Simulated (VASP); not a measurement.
# SrO (Fm-3m) in VASP: further runs, part 2 of 2

VASP 6.6.1. Earlier steps stand in the parts before.

### Step 4. Vibrations by perturbation theory, PBEsol

This run uses another cell than the first one, of 16.81 Å³/atom, 1.020 times its volume.

Contents of INCAR:

```
SYSTEM = SrO
PREC = Accurate ; ENCUT = 520
EDIFF = 1E-8 ; ISMEAR = 0
SIGMA = 0.01 ; LREAL = .False.
LASPH = .True. ; NELM = 100
ALGO = Normal ; ISIF = 2
LWAVE = .False. ; LCHARG = .True.
GGA = PS ; IBRION = 8
NSW = 1 ; LEPSILON = .True.
```

Contents of KPOINTS:

```
regular mesh
0
Gamma
  8 8 8
  0 0 0
```

Contents of POSCAR:

```
SrO
1.0
    0.0000000000      2.5614439497      2.5614439497
    2.5614439497      0.0000000000      2.5614439497
    2.5614439497      2.5614439497      0.0000000000
Sr O
1 1
Direct
    0.5000000000      0.5000000000      0.5000000000
    0.0000000000      0.0000000000      0.0000000000
```

Potentials or basis: VASP PAW PBE potentials, release 64 (Sr_sv, O).

Run with:

```
> cat potpaw_PBE.64/Sr_sv/POTCAR potpaw_PBE.64/O/POTCAR > POTCAR
> mpirun -np 1 vasp_std > vasp.out
```

OUTCAR:

```text
SYSTEM = SrO
   PREC = Accurate
   ENCUT = 520
   EDIFF = 1E-8
   ISMEAR = 0
   LREAL = .False.
   LASPH = .True.
   NELM = 100
   ISIF = 2
   GGA = PS
   IBRION = 8
   NSW = 1
   LEPSILON = .True.

 ion  position               nearest neighbor table
   1  0.500  0.500  0.500-   2 2.56   2 2.56   2 2.56   2 2.56   2 2.56   2 2.56
   2  0.000  0.000  0.000-   1 2.56   1 2.56   1 2.56   1 2.56   1 2.56   1 2.56

  LATTYP: Found a face centered cubic cell.
 ALAT       =     5.1228878994

  Lattice vectors:

 A1 = (   0.0000000000,   2.5614439497,   2.5614439497)
 A2 = (   2.5614439497,   0.0000000000,   2.5614439497)
 A3 = (   2.5614439497,   2.5614439497,   0.0000000000)

Analysis of symmetry for initial positions (statically):
=====================================================================
 Subroutine PRICEL returns:
 Original cell was already a primitive cell.
[... 660 lines left out ...]

 SECOND DERIVATIVES (NOT SYMMETRIZED)
 ------------------------------------
               1X          1Y          1Z          2X          2Y          2Z
  1X    -2.201322    0.000000    0.000000    2.201322    0.000000    0.000000
  1Y     0.000000   -2.201322    0.000000    0.000000    2.201322    0.000000
  1Z     0.000000    0.000000   -2.201322    0.000000    0.000000    2.201322
  2X     2.196767    0.000000    0.000000   -2.196767    0.000000    0.000000
  2Y     0.000000    2.196767    0.000000    0.000000   -2.196767    0.000000
  2Z     0.000000    0.000000    2.196767    0.000000    0.000000   -2.196767

 Eigenvectors and eigenvalues of the dynamical matrix
 ----------------------------------------------------

   1 f  =    6.300463 THz    39.586974 2PiTHz  210.160809 cm-1    26.056608 meV
             X         Y         Z           dx          dy          dz
      2.561444  2.561444  2.561444     0.393295   -0.000000   -0.000000
      0.000000  0.000000  0.000000    -0.919412   -0.000000   -0.000000
[... 21 lines left out ...]
   6 f/i=    0.002359 THz     0.014825 2PiTHz    0.078704 cm-1     0.009758 meV
             X         Y         Z           dx          dy          dz
      2.561444  2.561444  2.561444    -0.064284    0.656136   -0.640837
      0.000000  0.000000  0.000000    -0.027499    0.280674   -0.274130

--------------------------------------------------------------------------------------------------------

 MACROSCOPIC STATIC DIELECTRIC TENSOR IONIC CONTRIBUTION
 ------------------------------------------------------
          14.852750     0.000000     0.000000
           0.000000    14.852750     0.000000
           0.000000     0.000000    14.852750
 ------------------------------------------------------

 ELASTIC MODULI CONTR FROM IONIC RELAXATION (kBar)
 Direction    XX          YY          ZZ          XY          YZ          ZX
 --------------------------------------------------------------------------------
 XX           0.0000      0.0000      0.0000      0.0000      0.0000      0.0000
 YY           0.0000      0.0000      0.0000      0.0000      0.0000      0.0000
 ZZ           0.0000      0.0000      0.0000      0.0000      0.0000      0.0000
 XY           0.0000      0.0000      0.0000      0.0000      0.0000      0.0000
 YZ           0.0000      0.0000      0.0000      0.0000      0.0000      0.0000
 ZX           0.0000      0.0000      0.0000      0.0000      0.0000      0.0000
 --------------------------------------------------------------------------------

 PIEZOELECTRIC TENSOR IONIC CONTR  for field in x, y, z        (C/m^2)
          XX          YY          ZZ          XY          YZ          ZX
  --------------------------------------------------------------------------------
  x     0.00000     0.00000     0.00000     0.00000     0.00000     0.00000
  y     0.00000     0.00000     0.00000     0.00000     0.00000     0.00000
  z     0.00000     0.00000     0.00000     0.00000     0.00000     0.00000
```

It took 3 min on 1 thread of Intel Xeon 6975P-C (Granite Rapids), shared host; peak memory 0.22 GiB.

What came out:

```
Electronic dielectric tensor (diagonal)                 : 3.89
Born charges (mean of the diagonal)                     : Sr +2.46; O -2.46 e
Highest phonon frequency at Γ, LO-TO splitting left out : 210 cm⁻¹
```

Phonon frequencies in cm⁻¹ (negative: imaginary):
```
              q point        frequencies
(0.000, 0.000, 0.000)  0 0 0 210 210 210
```

Electronic dielectric tensor:
```
3.89 0.00 0.00
0.00 3.89 0.00
0.00 0.00 3.89
```

Born effective charge tensors (e):
atom 1, Sr
```
2.46 0.00 0.00
0.00 2.46 0.00
0.00 0.00 2.46
```
atom 2, O
```
-2.46  0.00  0.00
 0.00 -2.46  0.00
 0.00  0.00 -2.46
```

Caveat: the PAW data sets were made with another functional, which shifts forces and pressure a little.

### Step 5. Vibrations by perturbation theory, PBEsol (volume scaled by 1.020)

Contents of INCAR:

```
  PREC = Accurate
  ENCUT = 520
  EDIFF = 1E-8
  ISMEAR = 0
  SIGMA = 0.01
  LREAL = F
  LASPH = T
  NELM = 60
  ALGO = Normal
  ISIF = 2
  LWAVE = F
  LCHARG = T
  GGA = PS
  IBRION = 8
  NSW = 1
```

Contents of KPOINTS:

```
Automatic mesh
0
Gamma
  8 8 8
```

Contents of POSCAR:

```
SrO
1.0
    0.0000000000      2.5784076490      2.5784076490
    2.5784076490      0.0000000000      2.5784076490
    2.5784076490      2.5784076490      0.0000000000
Sr O
1 1
Direct
    0.5000000000      0.5000000000      0.5000000000
    0.0000000000      0.0000000000      0.0000000000
```

Potentials or basis: VASP PAW PBE potentials, release 64 (Sr_sv, O).

Run with:

```
> cat potpaw_PBE.64/Sr_sv/POTCAR potpaw_PBE.64/O/POTCAR > POTCAR
> mpirun -np 1 vasp_std > vasp.out
```

OUTCAR:

```text
PREC = Accurate
   ENCUT = 520
   EDIFF = 1E-8
   ISMEAR = 0
   LREAL = F
   LASPH = T
   NELM = 60
   ISIF = 2
   GGA = PS
   IBRION = 8
   NSW = 1

 ion  position               nearest neighbor table
   1  0.500  0.500  0.500-   2 2.58   2 2.58   2 2.58   2 2.58   2 2.58   2 2.58
   2  0.000  0.000  0.000-   1 2.58   1 2.58   1 2.58   1 2.58   1 2.58   1 2.58

  LATTYP: Found a face centered cubic cell.
 ALAT       =     5.1568152980

  Lattice vectors:

 A1 = (   0.0000000000,   2.5784076490,   2.5784076490)
 A2 = (   2.5784076490,   0.0000000000,   2.5784076490)
 A3 = (   2.5784076490,   2.5784076490,   0.0000000000)

Analysis of symmetry for initial positions (statically):
=====================================================================
 Subroutine PRICEL returns:
 Original cell was already a primitive cell.

 Routine SETGRP: Setting up the symmetry group for a
 face centered cubic supercell.

 Subroutine GETGRP returns: Found 48 space group operations
 (whereof 48 operations were pure point group operations)
 out of a pool of 48 trial point group operations.

The static configuration has the point symmetry O_h .

Analysis of symmetry for dynamics (positions and initial velocities):
=====================================================================
 Subroutine PRICEL returns:
 Original cell was already a primitive cell.

 Routine SETGRP: Setting up the symmetry group for a
 face centered cubic supercell.

 Subroutine GETGRP returns: Found 48 space group operations
 (whereof 48 operations were pure point group operations)
 out of a pool of 48 trial point group operations.
[... 544 lines left out ...]
    total drift:                                0.000000      0.000000      0.000000

  FREE ENERGIE OF THE ION-ELECTRON SYSTEM (eV)
  ---------------------------------------------------
  free  energy   TOTEN  =       -12.6383385250 eV

  energy  without entropy=      -12.6383385250  energy(sigma->0) =      -12.63833852

[... ionic steps 2 to 3 ...]

--------------------------------------- Ionic step        4  -------------------------------------------

------------------------ aborting loop because EDIFF is reached ----------------------------------------

[... ionic steps 5 to 6 ...]

--------------------------------------- Ionic step        7  -------------------------------------------

 Free energy of the ion-electron system (eV)
  ---------------------------------------------------
  ---------------------------------------------------
  free energy    TOTEN  =        -0.36351109 eV

  energy without entropy =       -0.36351109

------------------------ aborting loop because EDIFF is reached ----------------------------------------

 INTERNAL STRAIN TENSOR  FOR ION    2  DIRECTION 1   (eV/Angst):
 -----------------------------------------------------------------------------
     0.00059  0.00000 -0.00000
     0.00000 -0.00351 -0.00000
     0.00000 -0.00000 -0.00351

 INTERNAL STRAIN TENSOR FOR ION    2 for displacements in x,y,z  (eV/Angst):
          X           Y           Z          XY          YZ          ZX
  --------------------------------------------------------------------------------
  x     0.00000     0.00000     0.00000     0.00000     0.00000     0.00000
  y     0.00000     0.00000     0.00000     0.00000     0.00000     0.00000
  z     0.00000     0.00000     0.00000     0.00000     0.00000     0.00000

 SECOND DERIVATIVES (NOT SYMMETRIZED)
 ------------------------------------
               1X          1Y          1Z          2X          2Y          2Z
  1X    -1.952780    0.000000    0.000000    1.952780    0.000000    0.000000
  1Y     0.000000   -1.952780    0.000000    0.000000    1.952780    0.000000
  1Z     0.000000    0.000000   -1.952780    0.000000    0.000000    1.952780
  2X     1.954830    0.000000    0.000000   -1.954830    0.000000    0.000000
  2Y     0.000000    1.954830    0.000000    0.000000   -1.954830    0.000000
  2Z     0.000000    0.000000    1.954830    0.000000    0.000000   -1.954830

 Eigenvectors and eigenvalues of the dynamical matrix
 ----------------------------------------------------

   1 f  =    5.941967 THz    37.334478 2PiTHz  198.202676 cm-1    24.573989 meV
             X         Y         Z           dx          dy          dz
      2.578408  2.578408  2.578408     0.000000    0.392777    0.000000
      0.000000  0.000000  0.000000     0.000000   -0.919634    0.000000
[... 21 lines left out ...]
   6 f/i=    0.001126 THz     0.007075 2PiTHz    0.037559 cm-1     0.004657 meV
             X         Y         Z           dx          dy          dz
      2.578408  2.578408  2.578408     0.000000    0.000000    0.919634
      0.000000  0.000000  0.000000     0.000000    0.000000    0.392777

--------------------------------------------------------------------------------------------------------

 ELASTIC MODULI CONTR FROM IONIC RELAXATION (kBar)
 Direction    XX          YY          ZZ          XY          YZ          ZX
 --------------------------------------------------------------------------------
 XX           0.0000      0.0000      0.0000      0.0000      0.0000      0.0000
 YY           0.0000      0.0000      0.0000      0.0000      0.0000      0.0000
 ZZ           0.0000      0.0000      0.0000      0.0000      0.0000      0.0000
 XY           0.0000      0.0000      0.0000      0.0000      0.0000      0.0000
 YZ           0.0000      0.0000      0.0000      0.0000      0.0000      0.0000
 ZX           0.0000      0.0000      0.0000      0.0000      0.0000      0.0000
 --------------------------------------------------------------------------------
```

stdout:

```text
POSCAR found type information on POSCAR SrO
 POSCAR found :  2 types and       2 ions
 scaLAPACK will be used
 -----------------------------------------------------------------------------
|                                                                             |
|                                                                             |
|     You enforced a specific xc type in the INCAR file but a different       |
|     I HOPE YOU KNOW WHAT YOU ARE DOING!                                     |
|                                                                             |
 -----------------------------------------------------------------------------

 LDA part: xc-table for (Slater+PW92), standard interpolation
 POSCAR, INCAR and KPOINTS ok, starting setup
 FFT: planning ... GRIDC
 FFT: planning ... GRID_SOFT
 FFT: planning ... GRID
 WAVECAR not read
 entering main loop
 Linear response reoptimize wavefunctions to high precision
 Linear response DOF=           2
 Linear response progress:
 first order change of Fermi-energy   0.68824E-02
 force on displaced ion       1 direction 1 :  -1.953   0.000   0.000
 Linear response progress:
 first order change of Fermi-energy  -0.39917E-02
 force on displaced ion       2 direction 1 :  -1.955   0.000   0.000
 Linear response finished
```

Run time: 61 s. Hardware: 1 thread of Intel Xeon 6975P-C (Granite Rapids), shared host; peak memory 0.21 GiB.

Results:

* Highest phonon frequency at Γ, LO-TO splitting left out: 198 cm⁻¹

Phonon frequencies in cm⁻¹ (negative: imaginary):
| q point | frequencies |
| --- | --- |
| (0.000, 0.000, 0.000) | 0 0 0 198 198 198 |

Caveat: the cell differs from its parent crystal (volume scaled by 1.020); the cell wasn't relaxed at this level first, which shifts response properties; the PAW data sets were made with another functional, which shifts forces and pressure a little.
